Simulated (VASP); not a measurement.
# Bi (Im-3m) in VASP: single point with PBE

Aim: the single point of Bi with PBE.

Program: VASP 6.6.1. These are calculated values, not measurements. Logs are shortened: lines on timing, memory, paths and dates and some standing lists are left out, and cuts for length are marked.

## Step 1: The cell of the first run

It takes space group Im-3m (No. 229, cubic). The conventional cell has a = 3.986 Å, b = 3.986 Å, c = 3.986 Å, α = 90.00°, β = 90.00°, γ = 90.00°. Within 4.5 Å of Bi (site symmetry m-3m) lie 14 Bi at 3.45 to 3.99 Å.

## Step 2: Single point, PBE

INCAR reads:

```
PREC = Accurate
ENCUT = 520
EDIFF = 1E-7
ISMEAR = -1
SIGMA = 0.13605693000000002
LREAL = F
LASPH = T
NELM = 80
ALGO = Normal
ISIF = 2
LWAVE = F
LCHARG = F
GGA = PE
NBANDS = 14
```

KPOINTS reads:

```
regular mesh
0
Gamma
  12 12 12
```

POSCAR reads:

```
Bi
1.0
   -1.9932061144      1.9932061144      1.9932061144
    1.9932061144     -1.9932061144      1.9932061144
    1.9932061144      1.9932061144     -1.9932061144
Bi
1
Direct
    0.0000000000      0.0000000000      0.0000000000
```

Potentials or basis: VASP PAW PBE potentials, release 64 (Bi_d).

Command:

```
> cat potpaw_PBE.64/Bi_d/POTCAR > POTCAR
> mpirun -np 1 vasp_std > vasp.out
```

OUTCAR:

```text
PREC = Accurate
   ENCUT = 520
   EDIFF = 1E-7
   ISMEAR = -1
   LREAL = F
   LASPH = T
   NELM = 80
   ISIF = 2
   GGA = PE

 ion  position               nearest neighbor table
   1  0.000  0.000  0.000-

  LATTYP: Found a body centered cubic cell.
 ALAT       =     3.9864122288

  Lattice vectors:

 A1 = (  -1.9932061144,   1.9932061144,   1.9932061144)
 A2 = (   1.9932061144,  -1.9932061144,   1.9932061144)
 A3 = (   1.9932061144,   1.9932061144,  -1.9932061144)

Analysis of symmetry for initial positions (statically):
=====================================================================
 Subroutine PRICEL returns:
 Original cell was already a primitive cell.

 Routine SETGRP: Setting up the symmetry group for a
 body centered cubic supercell.

 Subroutine GETGRP returns: Found 48 space group operations
 (whereof 48 operations were pure point group operations)
 out of a pool of 48 trial point group operations.

The static configuration has the point symmetry O_h .

Analysis of symmetry for dynamics (positions and initial velocities):
=====================================================================
 Subroutine PRICEL returns:
 Original cell was already a primitive cell.

 Routine SETGRP: Setting up the symmetry group for a
 body centered cubic supercell.

 Subroutine GETGRP returns: Found 48 space group operations
 (whereof 48 operations were pure point group operations)
 out of a pool of 48 trial point group operations.

The dynamic configuration has the point symmetry O_h .

 Subroutine INISYM returns: Found 48 space group operations
 (whereof 48 operations are pure point group operations),
 and found     1 'primitive' translations

----------------------------------------------------------------------------------------

                                     Primitive cell

  volume of cell :      31.6750

  direct lattice vectors                    reciprocal lattice vectors
    -1.993206114  1.993206114  1.993206114     0.000000000  0.250852130  0.250852130
     1.993206114 -1.993206114  1.993206114     0.250852130  0.000000000  0.250852130
     1.993206114  1.993206114 -1.993206114     0.250852130  0.250852130  0.000000000

  length of vectors
     3.452334260  3.452334260  3.452334260     0.354758485  0.354758485  0.354758485

  position of ions in fractional coordinates (direct lattice)
     0.000000000  0.000000000  0.000000000

  ion indices of the primitive-cell ions
   primitive index   ion index
                 1           1

----------------------------------------------------------------------------------------

 KPOINTS: regular mesh

Automatic generation of k-mesh.
 Grid dimensions read from file:
 generate k-points for:   12   12   12

 Generating k-lattice:

  Cartesian coordinates                     Fractional coordinates (reciprocal lattice)
     0.000000000  0.020904344  0.020904344     0.083333333  0.000000000  0.000000000
     0.020904344  0.000000000  0.020904344     0.000000000  0.083333333  0.000000000
     0.020904344  0.020904344  0.000000000     0.000000000  0.000000000  0.083333333

  Length of vectors
     0.029563207  0.029563207  0.029563207

  Shift w.r.t. Gamma in fractional coordinates (k-lattice)
     0.000000000  0.000000000  0.000000000

 Subroutine IBZKPT returns following result:
 ===========================================

 Found     72 irreducible k-points:

 Following reciprocal coordinates:
            Coordinates               Weight
  0.000000  0.000000  0.000000      1.000000
  0.083333  0.000000  0.000000     12.000000
  0.166667  0.000000  0.000000     12.000000
  0.250000  0.000000  0.000000     12.000000
  0.333333  0.000000  0.000000     12.000000
  0.416667  0.000000  0.000000     12.000000
[... 16 lines left out ...]
  0.333333  0.083333  0.083333     24.000000
  0.416667  0.083333  0.083333     12.000000
 [... further k-points ...]
   k-points           NKPTS =     72   k-points in BZ     NKDIM =     72   number of bands    NBANDS=     14
   number of dos      NEDOS =    301   number of ions     NIONS =      1
   total plane-waves  NPLWV =  21952
   dimension x,y,z NGX =    28 NGY =   28 NGZ =   28
   dimension x,y,z NGXF=    56 NGYF=   56 NGZF=   56
   ions per type =               1
   NGX,Y,Z   is equivalent  to a cutoff of  13.48, 13.48, 13.48 a.u.
   NGXF,Y,Z  is equivalent  to a cutoff of  26.97, 26.97, 26.97 a.u.
 SYSTEM =  unknown system
   PREC   = accura    normal or accurate (medium, high low for compatibility)
   ISTART =      0    job   : 0-new  1-cont  2-samecut
   ICHARG =      2    charge: 1-file 2-atom 10-const
   ISPIN  =      1    spin polarized calculation?
   LNONCOLLINEAR =      F non collinear calculations
   LSORBIT =      F    spin-orbit coupling
   LASPH  =      T    aspherical Exc in radial PAW
   ENCUT  =  520.0 eV  38.22 Ry    6.18 a.u.   6.42  6.42  6.42*2*pi/ulx,y,z
   NELM   =     80;   NELMIN=  2; NELMDL= -5     # of ELM steps
   EDIFF  = 0.1E-06   stopping-criterion for ELM
   LREAL  =      F    real-space projection
   EDIFFG = 0.1E-05   stopping-criterion for IOM
   NSW    =      0    number of steps for IOM
   IBRION =     -1    ionic relax: 0-MD 1-quasi-New 2-CG
   NFREE  =      0    steps in history (QN), initial steepest desc. (CG)
   ISIF   =      2    stress and relaxation
   ISYM   =      2    0-nonsym 1-usesym 2-fastsym
   POTIM  = 0.5000    time-step for ionic-motion
   TEBEG  =    0.0;   TEEND  =   0.0 temperature during run
   PSTRESS=    0.0 pullay stress
   NELECT =      15.0000    total number of electrons
   NUPDOWN=      -1.0000    fix difference up-down
   EMIN   =  10.00;   EMAX   =-10.00  energy-range for DOS
   EFERMI =   0.00;   METHOD = LEGACY
   ISMEAR =    -1;   SIGMA  =   0.14  broadening in eV -4-tet -1-fermi 0-gaus
   EFERMI_NEDOS =   21; number of points for ismear=-14 and -15
   IALGO  =     38    algorithm
   IMIX   =      4    mixing-type and parameters
     AMIX     =   0.40;   BMIX     =  1.00
     AMIX_MAG =   1.60;   BMIX_MAG =  1.00
  volume/ion in A,a.u.               =      31.68       213.75
  Fermi-wavevector in a.u.,A,eV,Ry     =   1.276046  2.411378 22.154281  1.628294
  Thomas-Fermi vector in A             =   2.408724
   LORBIT       =      0    0 simple, 1 ext, 2 COOP (PROOUT), +10 PAW based schemes
   GGA     = PE    functional components
   LHFCALC =     F    Hartree Fock is set to
   AEXX    =    0.0000 exact exchange contribution
   IVDW    =     0    specifies the selected vdW correction
   LEPSILON=     F    determine dielectric tensor
   LRPA    =     F    only Hartree local field effects (RPA)
 non-spin polarized calculation
  energy-cutoff  :      520.00
  volume of cell :       31.68
 maximum number of plane-waves:       887
 NGX is ok and might be reduce to    28
   NGX = 13   NGY = 13   NGZ = 13

 number of electron      14.9999999 magnetization

 Free energy of the ion-electron system (eV)
  ---------------------------------------------------
  ext. energy  EPLUGINS =         0.00000000
  ---------------------------------------------------
  free energy    TOTEN  =        -3.77995342 eV

  energy without entropy =       -3.74333794  energy(sigma->0) =       -3.76164568

 E-fermi :   7.7120     XC(G=0): -10.2095

 val. band max:        7.6838939823   @ k =  -0.1667   0.2500   0.0833
 cond. band min:       7.7749035985   @ k =  -0.4167   0.5000   0.0833
 fundamental gap:      0.0910096162
 Fermi energy:         7.7120311719

 k-point     1 :       0.0000    0.0000    0.0000
  band No.  band energies     occupation
      1     -15.3319      2.00000
      2     -15.3319      2.00000
      3     -15.3319      2.00000
      4     -15.2106      2.00000
      5     -15.2106      2.00000
      6      -5.7028      2.00000
      7      12.6894      0.00000
      8      12.6894      0.00000
      9      12.6894      0.00000
     10      16.5997      0.00000
     11      18.1689      0.00000
     12      18.1689      0.00000
     13      18.1689      0.00000
     14      19.2665      0.00000

 k-point     2 :       0.0833    0.0000    0.0000
  band No.  band energies     occupation
      1     -15.3344      2.00000
      2     -15.3275      2.00000
      3     -15.3188      2.00000
      4     -15.2135      2.00000
      5     -15.2111      2.00000
      6      -5.5791      2.00000
      7      11.4280      0.00000
      8      12.3172      0.00000
      9      12.5807      0.00000
     10      16.8606      0.00000
     11      17.5106      0.00000
     12      17.7551      0.00000
     13      17.9736      0.00000
     14      19.8032      0.00000

 k-point     3 :       0.1667    0.0000    0.0000
  band No.  band energies     occupation
      1     -15.3412      2.00000
      2     -15.3168      2.00000
      3     -15.2830      2.00000
      4     -15.2205      2.00000
      5     -15.2124      2.00000
      6      -5.2126      2.00000
      7       9.1879      0.00004
      8      11.4878      0.00000
      9      12.2764      0.00000
     10      15.6579      0.00000
     11      16.6940      0.00000
     12      17.8801      0.00000
     13      18.9626      0.00000
     14      21.1079      0.00000
[... 324 lines left out ...]
 k-point    23 :       0.3333    0.0833    0.0833
  band No.  band energies     occupation
      1     -15.3547      2.00000
      2     -15.2994      2.00000
      3     -15.2201      2.00000
      4     -15.2174      2.00000
      5     -15.1601      2.00000
      6      -2.9698      2.00000
      7       3.5875      2.00000
      8       8.0346      0.17081
      9       9.7079      0.00000
     10      15.7746      0.00000
     11      17.1398      0.00000
     12      19.9930      0.00000
     13      21.1281      0.00000
     14      24.3473      0.00000

 k-point    24 :       0.4167    0.0833    0.0833
  band No.  band energies     occupation
      1     -15.3566      2.00000
      2     -15.2981      2.00000
      3     -15.2176      2.00000
      4     -15.2169      2.00000
      5     -15.1523      2.00000
      6      -2.6406      2.00000
      7       3.0396      2.00000
      8       7.8300      0.59162
      9       9.5985      0.00000
     10      15.6629      0.00000
     11      17.0861      0.00000
     12      20.3832      0.00000
     13      21.5074      0.00000
     14      24.0085      0.00000

 [... further k-points ...]
[... 5 lines left out ...]
  --------------------------------------------------------------------------------------
  -------------------------------------------------------------------------------------
  Total       -0.0541057     -0.0541057     -0.0541057     -0.0000000     -0.0000000     -0.0000000
  in kB       -2.7367627     -2.7367627     -2.7367627     -0.0000000     -0.0000000     -0.0000000
  external PRESSURE =      -2.7367627 kB  Pullay stress =       0.0000000 kB

 VOLUME and BASIS-vectors are now :
 -----------------------------------------------------------------------------
  energy-cutoff  :      520.00
  volume of cell :       31.68
      direct lattice vectors                 reciprocal lattice vectors
    -1.993206114  1.993206114  1.993206114     0.000000000  0.250852130  0.250852130
     1.993206114 -1.993206114  1.993206114     0.250852130  0.000000000  0.250852130
     1.993206114  1.993206114 -1.993206114     0.250852130  0.250852130  0.000000000

 POSITION                                       TOTAL-FORCE (eV/Angst)
 -----------------------------------------------------------------------------------
      0.00000      0.00000      0.00000        -0.000000      0.000000     -0.000000
 -----------------------------------------------------------------------------------
    total drift:                               -0.000000      0.000000      0.000000

  FREE ENERGIE OF THE ION-ELECTRON SYSTEM (eV)
  ---------------------------------------------------
  free  energy   TOTEN  =        -3.7799534190 eV

  energy  without entropy=       -3.7433379353  energy(sigma->0) =       -3.76164568
```

Wall time 64 s (1 thread of AMD EPYC 7R13, shared host); peak memory 0.14 GiB.

Results:

| Item | Value |
| --- | --- |
| Free energy | -3.7800 eV |
| Pressure | -0.3 GPa |

Caveat: spin-orbit coupling is left out, which moves the levels of the heavy elements.
